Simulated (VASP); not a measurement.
KMgF3, 5 atoms in the cell. The structure is cubic, space group Pm-3m (No. 221). Conventional cell: a = 4.053 Å, b = 4.053 Å, c = 4.053 Å, α = 90.00°, β = 90.00°, γ = 90.00°. K (site symmetry m-3m) has 12 F at 2.87 Å and 8 Mg at 3.51 Å within 3.8 Å. Mg (site symmetry m-3m) has 6 F at 2.03 Å within 2.7 Å. F (site symmetry 4/mmm) has 2 Mg at 2.03 Å within 2.7 Å. 

```yaml
Program: VASP 6.6.1
Task: single point
Functional: PBE
Potentials_or_basis: VASP PAW PBE potentials, release 64 (K_sv, Mg, F)
Cutoff: 600 eV
k_mesh: 6 × 6 × 6
Occupations: gaussian, width 0.02 eV
Spin: no spin polarisation
Dipole_correction: no
Further_INCAR_settings: ALGO = Normal; EDIFF = 1e-06; NBANDS = 24
```

Potentials or basis: VASP PAW PBE potentials, release 64 (K_sv, Mg, F).

Run with:

```bash
$ cat potpaw_PBE.64/K_sv/POTCAR potpaw_PBE.64/Mg/POTCAR potpaw_PBE.64/F/POTCAR > POTCAR
$ mpirun -np 1 vasp_std > vasp.out
```

Hardware: 1 thread of Intel(R) Xeon(R) Platinum 8259CL CPU @ 2.50GHz (Skylake/Cascade Lake), with other jobs on the host.

Estimate the wall time of this run.

Wall time 21 s on 1 thread of Intel(R) Xeon(R) Platinum 8259CL CPU @ 2.50GHz (Skylake/Cascade Lake), on a shared host, peak memory 0.19 GiB. Counts: scf iterations 13, k points 20.
